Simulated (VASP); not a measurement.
# Os2O (P6_3/mmc) in VASP: notebook, part 2 of 2

VASP 6.6.1. Earlier steps stand in the parts before.

## (3) Relaxation of cell and atoms, PBE

Input file INCAR:

```
SYSTEM = Os2O
ALGO     = Normal         ! electronic algorithm
EDIFF    = 1E-6           ! SCF threshold, eV
EDIFFG   = -0.01          ! ionic threshold
ENCUT    = 600            ! plane-wave cutoff, eV
GGA      = PE             ! functional
IBRION   = 2              ! ionic algorithm
ISIF     = 3              ! what is computed and relaxed
ISMEAR   = 0              ! smearing method
LASPH    = .True.         ! aspherical terms in the spheres
LCHARG   = .False.        ! write CHGCAR
LREAL    = .False.        ! projectors in reciprocal space
LWAVE    = .False.        ! write WAVECAR
NELM     = 100            ! most SCF steps
NSW      = 100            ! ionic steps
PREC     = Accurate       ! precision mode
SIGMA    = 0.1            ! smearing width, eV
```

Input file KPOINTS:

```
k-points
0
Gamma
  18 18 4
  0 0 0
```

Input file POSCAR:

```
Os2O
1.0
    2.7467136889      0.0000000000      0.0000000000
   -1.3733568445      2.3787238316      0.0000000000
    0.0000000000      0.0000000000     11.1290337554
Os O
4 2
Direct
    0.3333333333      0.6666666667      0.5919512119
    0.6666666667      0.3333333333      0.0919512119
    0.3333333333      0.6666666667      0.9080487881
    0.6666666667      0.3333333333      0.4080487881
    0.3333333333      0.6666666667      0.2500000000
    0.6666666667      0.3333333333      0.7500000000
```

Potentials or basis: VASP PAW PBE potentials, release 64 (Os, O).

On the command line:

```console
> cat potpaw_PBE.64/Os/POTCAR potpaw_PBE.64/O/POTCAR > POTCAR
> mpirun -np 1 vasp_std > vasp.out
```

OUTCAR:

```text
SYSTEM = Os2O
   EDIFF = 1E-6
   EDIFFG = -0.01
   ENCUT = 600
   GGA = PE
   IBRION = 2
   ISIF = 3
   ISMEAR = 0
   LASPH = .True.
   LREAL = .False.
   NELM = 100
   NSW = 100
   PREC = Accurate

 ion  position               nearest neighbor table
   1  0.333  0.667  0.592-   6 2.37   6 2.37   6 2.37   4 2.59   4 2.59   4 2.59
   2  0.667  0.333  0.092-   5 2.37   5 2.37   5 2.37   3 2.59   3 2.59   3 2.59
   3  0.333  0.667  0.908-   6 2.37   6 2.37   6 2.37   2 2.59   2 2.59   2 2.59
   4  0.667  0.333  0.408-   5 2.37   5 2.37   5 2.37   1 2.59   1 2.59   1 2.59
   5  0.333  0.667  0.250-   2 2.37   4 2.37   2 2.37   4 2.37   2 2.37   4 2.37
   6  0.667  0.333  0.750-   1 2.37   3 2.37   1 2.37   3 2.37   1 2.37   3 2.37

  LATTYP: Found a hexagonal cell.
 ALAT       =     2.7467136889
 C/A-ratio  =     4.0517633128

  Lattice vectors:

 A1 = (   2.7467136889,   0.0000000000,   0.0000000000)
 A2 = (  -1.3733568445,   2.3787238316,   0.0000000000)
 A3 = (   0.0000000000,   0.0000000000,  11.1290337554)

Analysis of symmetry for initial positions (statically):
=====================================================================
 Subroutine PRICEL returns:
 Original cell was already a primitive cell.

 Routine SETGRP: Setting up the symmetry group for a
 hexagonal supercell.

 Subroutine GETGRP returns: Found 24 space group operations
 (whereof 12 operations were pure point group operations)
 out of a pool of 24 trial point group operations.

The static configuration has the point symmetry D_3d.
 The point group associated with its full space group is D_6h.

Analysis of symmetry for dynamics (positions and initial velocities):
=====================================================================
 Subroutine PRICEL returns:
 Original cell was already a primitive cell.

 Routine SETGRP: Setting up the symmetry group for a
 hexagonal supercell.

 Subroutine GETGRP returns: Found 24 space group operations
 (whereof 12 operations were pure point group operations)
 out of a pool of 24 trial point group operations.

The dynamic configuration has the point symmetry D_3d.
 The point group associated with its full space group is D_6h.

 Subroutine INISYM returns: Found 24 space group operations
 (whereof 12 operations are pure point group operations),
 and found     1 'primitive' translations

----------------------------------------------------------------------------------------

                                     Primitive cell

  volume of cell :      72.7135

  direct lattice vectors                    reciprocal lattice vectors
     2.746713689  0.000000000  0.000000000     0.364071437  0.210196742  0.000000000
    -1.373356844  2.378723832  0.000000000     0.000000000  0.420393484  0.000000000
     0.000000000  0.000000000 11.129033755     0.000000000  0.000000000  0.089855060

  length of vectors
     2.746713689  2.746713689 11.129033755     0.420393484  0.420393484  0.089855060

  position of ions in fractional coordinates (direct lattice)
     0.333333333  0.666666667  0.591951212
     0.666666667  0.333333333  0.091951212
     0.333333333  0.666666667  0.908048788
     0.666666667  0.333333333  0.408048788
     0.333333333  0.666666667  0.250000000
     0.666666667  0.333333333  0.750000000

[... 61 lines left out ...]
 [... further k-points ...]
   k-points           NKPTS =    111   k-points in BZ     NKDIM =    111   number of bands    NBANDS=     26
   number of dos      NEDOS =    301   number of ions     NIONS =      6
   total plane-waves  NPLWV =  51840
   dimension x,y,z NGX =    24 NGY =   24 NGZ =   90
   dimension x,y,z NGXF=    48 NGYF=   48 NGZF=  180
   ions per type =               4   2
   NGX,Y,Z   is equivalent  to a cutoff of  14.53, 14.53, 13.44 a.u.
   NGXF,Y,Z  is equivalent  to a cutoff of  29.05, 29.05, 26.89 a.u.
 SYSTEM =  Os2O
   PREC   = accura    normal or accurate (medium, high low for compatibility)
   ISTART =      0    job   : 0-new  1-cont  2-samecut
   ICHARG =      2    charge: 1-file 2-atom 10-const
   ISPIN  =      1    spin polarized calculation?
   LNONCOLLINEAR =      F non collinear calculations
   LSORBIT =      F    spin-orbit coupling
   LASPH  =      T    aspherical Exc in radial PAW
   ENCUT  =  600.0 eV  44.10 Ry    6.64 a.u.   5.49  5.49 22.23*2*pi/ulx,y,z
   NELM   =    100;   NELMIN=  2; NELMDL= -5     # of ELM steps
   EDIFF  = 0.1E-05   stopping-criterion for ELM
   LREAL  =      F    real-space projection
   EDIFFG = -.1E-01   stopping-criterion for IOM
   NSW    =    100    number of steps for IOM
   IBRION =      2    ionic relax: 0-MD 1-quasi-New 2-CG
   NFREE  =      1    steps in history (QN), initial steepest desc. (CG)
   ISIF   =      3    stress and relaxation
   ISYM   =      2    0-nonsym 1-usesym 2-fastsym
   POTIM  = 0.5000    time-step for ionic-motion
   TEBEG  =    0.0;   TEEND  =   0.0 temperature during run
   PSTRESS=    0.0 pullay stress
   NELECT =      44.0000    total number of electrons
   NUPDOWN=      -1.0000    fix difference up-down
   EMIN   =  10.00;   EMAX   =-10.00  energy-range for DOS
   EFERMI =   0.00;   METHOD = LEGACY
   ISMEAR =     0;   SIGMA  =   0.10  broadening in eV -4-tet -1-fermi 0-gaus
   EFERMI_NEDOS =   21; number of points for ismear=-14 and -15
   IALGO  =     38    algorithm
   IMIX   =      4    mixing-type and parameters
     AMIX     =   0.40;   BMIX     =  1.00
     AMIX_MAG =   1.60;   BMIX_MAG =  1.00
  volume/ion in A,a.u.               =      12.12        81.78
  Fermi-wavevector in a.u.,A,eV,Ry     =   1.384695  2.616694 26.087539  1.917380
  Thomas-Fermi vector in A             =   2.509175
   LORBIT       =      0    0 simple, 1 ext, 2 COOP (PROOUT), +10 PAW based schemes
   GGA     = PE    functional components
   LHFCALC =     F    Hartree Fock is set to
   AEXX    =    0.0000 exact exchange contribution
   IVDW    =     0    specifies the selected vdW correction
   LEPSILON=     F    determine dielectric tensor
   LRPA    =     F    only Hartree local field effects (RPA)
 conjugate gradient relaxation of ions
 non-spin polarized calculation
 Gauss-broadening in eV      SIGMA  =   0.10
  energy-cutoff  :      600.00
  volume of cell :       72.71
 maximum number of plane-waves:      2475
 NGX is ok and might be reduce to    24
   NGX = 11   NGY = 11   NGZ = 45

--------------------------------------- Ionic step        1  -------------------------------------------

 number of electron      43.9999995 magnetization

 Free energy of the ion-electron system (eV)
  ---------------------------------------------------
  ext. energy  EPLUGINS =         0.00000000
  ---------------------------------------------------
  free energy    TOTEN  =       -53.53524904 eV

  energy without entropy =      -53.51123731  energy(sigma->0) =      -53.52324318

------------------------ aborting loop because EDIFF is reached ----------------------------------------

  FORCE on cell =-STRESS in cart. coord.  units (eV):
  Direction    XX          YY          ZZ          XY          YZ          ZX
  --------------------------------------------------------------------------------------
  -------------------------------------------------------------------------------------
  Total       -0.0649891     -0.0649891     -0.6477862      0.0000000      0.0000000     -0.0000000
  in kB       -1.4319775     -1.4319775    -14.2733995      0.0000000      0.0000000     -0.0000000
  external PRESSURE =      -5.7124515 kB  Pullay stress =       0.0000000 kB
[... 147 lines left out ...]
--------------------------------------- Ionic step        5  -------------------------------------------

 number of electron      43.9999994 magnetization

 Free energy of the ion-electron system (eV)
  ---------------------------------------------------
  ext. energy  EPLUGINS =         0.00000000
  ---------------------------------------------------
  free energy    TOTEN  =       -53.53745536 eV

  energy without entropy =      -53.51379609  energy(sigma->0) =      -53.52562573

 E-fermi :   8.4226     XC(G=0): -13.4479

 val. band max:        8.4194316643   @ k =   0.3889   0.1667   0.0000
 cond. band min:       8.4236642268   @ k =   0.3333   0.1111   0.5000
 fundamental gap:      0.0042325625
 Fermi energy:         8.4226417656

 k-point     1 :       0.0000    0.0000    0.0000
  band No.  band energies     occupation
      1     -11.5595      2.00000
      2     -11.4851      2.00000
      3      -2.0529      2.00000
      4      -0.5131      2.00000
      5      -0.4728      2.00000
      6       0.7800      2.00000
[... 685 lines left out ...]
     25      10.0483      0.00000
     26      10.3990      0.00000

 [... further k-points ...]

------------------------ aborting loop because EDIFF is reached ----------------------------------------

  FORCE on cell =-STRESS in cart. coord.  units (eV):
  Direction    XX          YY          ZZ          XY          YZ          ZX
  --------------------------------------------------------------------------------------
  -------------------------------------------------------------------------------------
  Total       -0.0136165     -0.0136165      0.0204025      0.0000000      0.0000000     -0.0000000
  in kB       -0.3001878     -0.3001878      0.4497900      0.0000000      0.0000000     -0.0000000
  external PRESSURE =      -0.0501952 kB  Pullay stress =       0.0000000 kB
[... 21 lines left out ...]
  FREE ENERGIE OF THE ION-ELECTRON SYSTEM (eV)
  ---------------------------------------------------
  free  energy   TOTEN  =       -53.5374553590 eV

  energy  without entropy=      -53.5137960948  energy(sigma->0) =      -53.52562573

 reached required accuracy - stopping structural energy minimisation
```

It took 5.5 min on 1 thread of Intel Xeon 6975P-C (Granite Rapids), shared host; peak memory 0.38 GiB.

Results:

* Free energy: -53.5375 eV
* Relaxed volume: 12.11 Å³/atom
* Relaxed cell: a = 2.748 Å, b = 2.748 Å, c = 11.112 Å, α = 90.00°, β = 90.00°, γ = 120.00°
* Space group after relaxing (to 0.1 Å): P6_3/mmc (No. 194)
* Energy gained by relaxing: 0.4 meV/atom
* Ionic steps: 5
* Pressure after relaxing: 0.0 GPa

Step by step:
```tsv
step	energy change (eV)	largest force (eV/Å)	pressure (GPa)	volume (Å³)
1	0.0000	0.2040	-0.57	72.71
2	0.0057	0.3355	2.67	72.26
3	-0.0020	0.0272	0.50	72.56
4	-0.0017	0.0370	-0.66	72.85
5	-0.0022	0.0016	-0.01	72.67
```

Final structure:
```
Os O
1.0
     2.74809    0.00000    0.00000
    -1.37404    2.37992    0.00000
     0.00000    0.00000   11.11196
Os O
4 2
Direct
  0.33333 0.66667 0.59157
  0.66667 0.33333 0.09157
  0.33333 0.66667 0.90843
  0.66667 0.33333 0.40843
  0.33333 0.66667 0.25000
  0.66667 0.33333 0.75000
```

Caveat: the highest band is partly filled, so the run has too few bands; spin-orbit coupling is left out, which moves the levels of the heavy elements.
